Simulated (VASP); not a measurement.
# Zr2Si3 (P-6m2) in VASP: further runs

Zr2Si3 is run at these levels: PBE; tasks: relaxation of cell and atoms, single point.

Everything below comes from runs of VASP 6.6.1. Logs are shortened: lines on timing, memory, paths and dates and some standing lists are left out, and cuts for length are marked.

## Step 1: The cell of the first run

The structure is hexagonal, space group P-6m2 (No. 187). The conventional cell has a = 4.128 Å, b = 4.128 Å, c = 5.069 Å, α = 90.00°, β = 90.00°, γ = 120.00°. Zr (site symmetry -6m2) has 8 Si at 2.53 to 2.69 Å within 3.3 Å. Within 3.1 Å of Zr (site symmetry -6m2) lie 9 Si at 2.38 to 2.71 Å. Si (site symmetry 3m) has 5 Si at 2.49 to 2.71 Å and 6 Zr at 2.69 to 2.71 Å within 3.3 Å. Si (site symmetry -6m2) has 5 Zr at 2.38 to 2.53 Å and 6 Si at 2.71 Å within 3.1 Å.

## Step 2: Relaxation of cell and atoms, PBE

Contents of INCAR:

```
PREC = Accurate ; ENCUT = 600
EDIFF = 1E-7 ; ISMEAR = 0
SIGMA = 0.1 ; LREAL = F
LASPH = T ; NELM = 80
ALGO = Normal ; ISIF = 3
LWAVE = F ; LCHARG = F
GGA = PE ; IBRION = 2
NSW = 90 ; EDIFFG = -0.04
```

Contents of KPOINTS:

```
Automatic mesh
0
Gamma
  6 6 4
```

Contents of POSCAR:

```
Zr2Si3
1.0
    4.1276553900      0.0000000000      0.0000000000
   -2.0638277000      3.5746544300      0.0000000000
    0.0000000000      0.0000000000      5.0686112500
Zr Si
2 3
Direct
    0.6666666700      0.3333333300      0.5000000000
    0.3333333300      0.6666666700      0.0000000000
    0.0000000000      0.0000000000      0.7454000100
    0.0000000000      0.0000000000      0.2545999900
    0.6666666700      0.3333333300      0.0000000000
```

Potentials or basis: VASP PAW PBE potentials, release 64 (Zr_sv, Si).

Started as:

```bash
cat potpaw_PBE.64/Zr_sv/POTCAR potpaw_PBE.64/Si/POTCAR > POTCAR
mpirun -np 1 vasp_std > vasp.out
```

OUTCAR:

```text
PREC = Accurate
   ENCUT = 600
   EDIFF = 1E-7
   ISMEAR = 0
   LREAL = F
   LASPH = T
   NELM = 80
   ISIF = 3
   GGA = PE
   IBRION = 2
   NSW = 90
   EDIFFG = -0.04

 ion  position               nearest neighbor table
   1  0.667  0.333  0.500-   5 2.53   5 2.53   3 2.69   4 2.69   3 2.69   4 2.69   3 2.69   4 2.69
                             2 3.48   2 3.48   2 3.48   2 3.48   2 3.48   2 3.48
   2  0.333  0.667  0.000-   5 2.38   5 2.38   5 2.38   3 2.71   4 2.71   4 2.71   3 2.71   4 2.71
                             3 2.71   1 3.48   1 3.48   1 3.48   1 3.48   1 3.48   1 3.48
   3  0.000  0.000  0.745-   4 2.49   4 2.58   1 2.69   1 2.69   1 2.69   5 2.71   2 2.71   5 2.71
                             2 2.71   5 2.71   2 2.71
   4  0.000  0.000  0.255-   3 2.49   3 2.58   1 2.69   1 2.69   1 2.69   2 2.71   5 2.71   5 2.71
                             2 2.71   5 2.71   2 2.71
   5  0.667  0.333  0.000-   2 2.38   2 2.38   2 2.38   1 2.53   1 2.53   3 2.71   4 2.71   3 2.71
                             4 2.71   3 2.71   4 2.71

  LATTYP: Found a hexagonal cell.
 ALAT       =     4.1276553900
 C/A-ratio  =     1.2279637642

  Lattice vectors:

 A1 = (   4.1276553900,   0.0000000000,   0.0000000000)
 A2 = (  -2.0638277000,   3.5746544300,   0.0000000000)
 A3 = (   0.0000000000,   0.0000000000,   5.0686112500)

Analysis of symmetry for initial positions (statically):
=====================================================================
 Subroutine PRICEL returns:
 Original cell was already a primitive cell.

 Routine SETGRP: Setting up the symmetry group for a
 hexagonal supercell.

 Subroutine GETGRP returns: Found 12 space group operations
 (whereof 12 operations were pure point group operations)
 out of a pool of 24 trial point group operations.

The static configuration has the point symmetry D_3h.

Analysis of symmetry for dynamics (positions and initial velocities):
=====================================================================
 Subroutine PRICEL returns:
 Original cell was already a primitive cell.

 Routine SETGRP: Setting up the symmetry group for a
 hexagonal supercell.

 Subroutine GETGRP returns: Found 12 space group operations
 (whereof 12 operations were pure point group operations)
 out of a pool of 24 trial point group operations.

The dynamic configuration has the point symmetry D_3h.

 Subroutine INISYM returns: Found 12 space group operations
 (whereof 12 operations are pure point group operations),
 and found     1 'primitive' translations

----------------------------------------------------------------------------------------

                                     Primitive cell

  volume of cell :      74.7871

  direct lattice vectors                    reciprocal lattice vectors
     4.127655390  0.000000000  0.000000000     0.242268287  0.139873661  0.000000000
    -2.063827700  3.574654430  0.000000000     0.000000000  0.279747321  0.000000000
     0.000000000  0.000000000  5.068611250     0.000000000  0.000000000  0.197292700
[... 92 lines left out ...]
   ISIF   =      3    stress and relaxation
   ISYM   =      2    0-nonsym 1-usesym 2-fastsym
   POTIM  = 0.5000    time-step for ionic-motion
   TEBEG  =    0.0;   TEEND  =   0.0 temperature during run
   PSTRESS=    0.0 pullay stress
   NELECT =      36.0000    total number of electrons
   NUPDOWN=      -1.0000    fix difference up-down
   EMIN   =  10.00;   EMAX   =-10.00  energy-range for DOS
   EFERMI =   0.00;   METHOD = LEGACY
   ISMEAR =     0;   SIGMA  =   0.10  broadening in eV -4-tet -1-fermi 0-gaus
   EFERMI_NEDOS =   21; number of points for ismear=-14 and -15
   IALGO  =     38    algorithm
   IMIX   =      4    mixing-type and parameters
     AMIX     =   0.40;   BMIX     =  1.00
     AMIX_MAG =   1.60;   BMIX_MAG =  1.00
  volume/ion in A,a.u.               =      14.96       100.94
  Fermi-wavevector in a.u.,A,eV,Ry     =   1.283020  2.424557 22.397107  1.646141
  Thomas-Fermi vector in A             =   2.415298
   LORBIT       =      0    0 simple, 1 ext, 2 COOP (PROOUT), +10 PAW based schemes
   GGA     = PE    functional components
   LHFCALC =     F    Hartree Fock is set to
   AEXX    =    0.0000 exact exchange contribution
   IVDW    =     0    specifies the selected vdW correction
   LEPSILON=     F    determine dielectric tensor
   LRPA    =     F    only Hartree local field effects (RPA)
 conjugate gradient relaxation of ions
 non-spin polarized calculation
 Gauss-broadening in eV      SIGMA  =   0.10
  energy-cutoff  :      600.00
  volume of cell :       74.79
 maximum number of plane-waves:      2520
 NGX is ok and might be reduce to    36
   NGX = 17   NGY = 17   NGZ = 21

--------------------------------------- Ionic step        1  -------------------------------------------

 number of electron      36.0000000 magnetization

 Free energy of the ion-electron system (eV)
  ---------------------------------------------------
  ext. energy  EPLUGINS =         0.00000000
  ---------------------------------------------------
  free energy    TOTEN  =       -32.93514728 eV

  energy without entropy =      -32.91826310  energy(sigma->0) =      -32.92670519

 E-fermi :  11.5789     XC(G=0): -11.8511

 val. band max:       11.5398747267   @ k =   0.3333   0.0000   0.0000
 cond. band min:      11.5949798264   @ k =   0.1667   0.1667   0.2500
 fundamental gap:      0.0551050997
 Fermi energy:        11.5789090976

 k-point     1 :       0.0000    0.0000    0.0000
  band No.  band energies     occupation
      1     -37.0111      2.00000
      2     -36.1053      2.00000
      3     -15.3515      2.00000
      4     -15.1562      2.00000
      5     -15.1562      2.00000
      6     -14.5148      2.00000
[... 624 lines left out ...]
  FREE ENERGIE OF THE ION-ELECTRON SYSTEM (eV)
  ---------------------------------------------------
  free  energy   TOTEN  =       -34.5373114027 eV

  energy  without entropy=      -34.5255818887  energy(sigma->0) =      -34.53144665

[... ionic steps 4 to 8 ...]

--------------------------------------- Ionic step        9  -------------------------------------------

 number of electron      35.9999999 magnetization

------------------------ aborting loop because EDIFF is reached ----------------------------------------
[... 73 lines left out ...]
--------------------------------------- Ionic step       11  -------------------------------------------

 number of electron      35.9999999 magnetization

 Free energy of the ion-electron system (eV)
  ---------------------------------------------------
  ext. energy  EPLUGINS =         0.00000000
  ---------------------------------------------------
  free energy    TOTEN  =       -34.56017150 eV

  energy without entropy =      -34.54635843  energy(sigma->0) =      -34.55326497

 E-fermi :   9.0190     XC(G=0): -10.9290

 val. band max:        8.9793787677   @ k =   0.3333   0.1667   0.5000
 cond. band min:       9.0627322219   @ k =   0.3333   0.1667   0.5000
 fundamental gap:      0.0833534541
 Fermi energy:         9.0189974603

 k-point     1 :       0.0000    0.0000    0.0000
  band No.  band energies     occupation
      1     -40.1272      2.00000
      2     -39.3615      2.00000
      3     -18.2058      2.00000
      4     -18.1921      2.00000
      5     -18.1921      2.00000
      6     -17.5018      2.00000
[... 546 lines left out ...]
  FREE ENERGIE OF THE ION-ELECTRON SYSTEM (eV)
  ---------------------------------------------------
  free  energy   TOTEN  =       -34.5601715004 eV

  energy  without entropy=      -34.5463584317  energy(sigma->0) =      -34.55326497

 reached required accuracy - stopping structural energy minimisation
```

OSZICAR:

```text
N       E                     dE             d eps       ncg     rms          rms(c)
DAV:   1     0.299362572540E+03    0.29936E+03   -0.20030E+04   924   0.176E+03
[... 134 lines left out ...]
DAV:   2    -0.345603039426E+02    0.39370E-03   -0.52895E-03  1194   0.441E-01    0.946E-02
DAV:   3    -0.345601871968E+02    0.11675E-03   -0.96266E-04  1436   0.149E-01    0.391E-02
DAV:   4    -0.345601564383E+02    0.30759E-04   -0.21798E-04  1422   0.721E-02    0.228E-02
DAV:   5    -0.345601630411E+02   -0.66028E-05   -0.25770E-05  1424   0.218E-02    0.133E-02
DAV:   6    -0.345601696106E+02   -0.65695E-05   -0.10241E-05  1528   0.155E-02    0.701E-03
DAV:   7    -0.345601715156E+02   -0.19050E-05   -0.12939E-06  1072   0.672E-03    0.122E-03
DAV:   8    -0.345601715004E+02    0.15195E-07   -0.90600E-08   632   0.256E-03
  11 F= -.34560172E+02 E0= -.34553265E+02  d E =-.171910E-02
```

CONTCAR:

```text
Zr2Si3
   1.00000000000000
     4.4984437634289041   -0.0000000005324020   -0.0000000000000000
    -2.2492218876246768    3.8957665822333039   -0.0000000000000000
    -0.0000000000000000   -0.0000000000000000    5.2451191332942999
  Zr              Si
     2     3
Direct
     0.6666666699999979    0.3333333300000021    0.5000000000000000
     0.3333333300000021    0.6666666699999979    1.0000000000000000
     0.0000000000000000    0.0000000000000000    0.7511725755013321
     0.0000000000000000    0.0000000000000000    0.2488274244986679
     0.6666666699999979    0.3333333300000021    0.0000000000000000

  0.00000000E+00  0.00000000E+00  0.00000000E+00
  0.00000000E+00  0.00000000E+00  0.00000000E+00
  0.00000000E+00  0.00000000E+00  0.00000000E+00
  0.00000000E+00  0.00000000E+00  0.00000000E+00
  0.00000000E+00  0.00000000E+00  0.00000000E+00
```

It took 3.6 min on 1 thread of Intel Xeon 6975P-C (Granite Rapids), shared host; peak memory 0.25 GiB.

Results:

| Property | Result |
| --- | --- |
| Free energy | -34.5602 eV |
| Relaxed volume | 18.38 Å³/atom |
| Relaxed cell | a = 4.498 Å, b = 4.498 Å, c = 5.245 Å, α = 90.00°, β = 90.00°, γ = 120.00° |
| Space group after relaxing (to 0.05 Å) | P-6m2 (No. 187) |
| Energy gained by relaxing | 325.0 meV/atom |
| Ionic steps | 11 |
| Pressure after relaxing | 0.1 GPa |
| Largest force after relaxing | 0.005 eV/Å |
| Band gap on the k mesh | zero (band 18 reaches 9.95 eV, above the bottom of band 19 at 8.87 eV) |

Forces on the atoms (eV/Å):
```
Zr   0.000  0.000  0.000
Zr   0.000  0.000  0.000
Si   0.000  0.000  0.005
Si   0.000  0.000 -0.005
Si   0.000  0.000  0.000
```

Step by step:
| step | energy change (eV) | largest force (eV/Å) | pressure (GPa) | volume (Å³) |
| --- | --- | --- | --- | --- |
| 1 | 0.0000 | 0.1216 | 33.90 | 74.79 |
| 2 | -0.3347 | 0.0783 | -15.18 | 114.45 |
| 3 | -1.6022 | 0.0804 | -1.04 | 92.84 |
| 4 | -1.6037 | 0.0817 | -0.47 | 92.34 |
| 5 | -1.6036 | 0.0828 | -0.03 | 91.97 |
| 6 | -1.6204 | 0.1215 | 0.27 | 91.70 |
| 7 | -1.6216 | 0.1347 | 0.42 | 91.59 |
| 8 | -1.6233 | 0.0952 | -0.27 | 92.17 |
| 9 | -1.6233 | 0.0930 | -0.31 | 92.21 |
| 10 | -1.6246 | 0.0461 | -0.12 | 92.06 |
| 11 | -1.6250 | 0.0050 | 0.06 | 91.92 |

Final structure:
```cif
data_structure
_symmetry_space_group_name_H-M 'P 1'
_symmetry_Int_Tables_number 1
_cell_length_a 4.4984
_cell_length_b 4.4984
_cell_length_c 5.2451
_cell_angle_alpha 90.000
_cell_angle_beta 90.000
_cell_angle_gamma 120.000
_cell_volume 91.92
loop_
_atom_site_label
_atom_site_type_symbol
_atom_site_fract_x
_atom_site_fract_y
_atom_site_fract_z
_atom_site_occupancy
Zr1 Zr 0.66667 0.33333 0.50000 1
Zr2 Zr 0.33333 0.66667 0.00000 1
Si1 Si 0.00000 0.00000 0.75117 1
Si2 Si 0.00000 0.00000 0.24883 1
Si3 Si 0.66667 0.33333 0.00000 1
```

Caveat: the volume moved by over 15 % at a fixed basis, so the end points are rough.

## Step 3: Single point, PBE

This run uses another cell than the first one, of 18.39 Å³/atom, 1.230 times its volume.

Contents of INCAR:

```
SYSTEM = Zr2Si3
PREC = Accurate ; ENCUT = 520
EDIFF = 1E-7 ; ISMEAR = 0
SIGMA = 0.1 ; LREAL = .False.
LASPH = .True. ; NELM = 60
ALGO = Normal ; ISIF = 2
LWAVE = .False. ; LCHARG = .False.
GGA = PE ; NBANDS = 26
```

Contents of KPOINTS:

```
Automatic mesh
0
Gamma
  12 12 8
  0 0 0
```

Contents of POSCAR:

```
Zr2Si3
1.0
    4.5017779876      0.0000000000      0.0000000000
   -2.2508889938      3.8986540995      0.0000000000
    0.0000000000      0.0000000000      5.2402834439
Zr Si
2 3
Direct
    0.6666666667      0.3333333333      0.5000000000
    0.3333333333      0.6666666667      0.0000000000
    0.0000000000      0.0000000000      0.7522895313
    0.0000000000      0.0000000000      0.2477104687
    0.6666666667      0.3333333333      0.0000000000
```

Potentials or basis: VASP PAW PBE potentials, release 64 (Zr_sv, Si).

Started as:

```bash
cat potpaw_PBE.64/Zr_sv/POTCAR potpaw_PBE.64/Si/POTCAR > POTCAR
mpirun -np 1 vasp_std > vasp.out
```

It took 1.7 min on 1 thread of Intel Xeon 6975P-C (Granite Rapids), shared host; peak memory 0.34 GiB.

Results (log left out):

```yaml
Free_energy: -34.5789 eV
Pressure: 0.0 GPa
Band_gap_on_the_k_mesh: zero (band 18 reaches 9.92 eV, above the bottom of band 19 at 8.85 eV)
```

Levels at points of the mesh, in eV from the Fermi level:
| k point | band 16 | band 17 | band 18 | band 19 | band 20 | band 21 |
| --- | --- | --- | --- | --- | --- | --- |
| (0.00, 0.00, 0.00) | -1.31 | -0.92 | -0.92 | -0.15 | -0.15 | 0.81 |
| (0.50, 0.00, 0.00) | -2.48 | -0.70 | -0.43 | 0.59 | 1.36 | 1.63 |
| (0.00, 0.00, 0.50) | -2.49 | -0.50 | 0.84 | 0.84 | 0.97 | 0.97 |
| (0.50, 0.00, 0.50) | -2.10 | -0.31 | -0.15 | 0.41 | 0.82 | 1.30 |
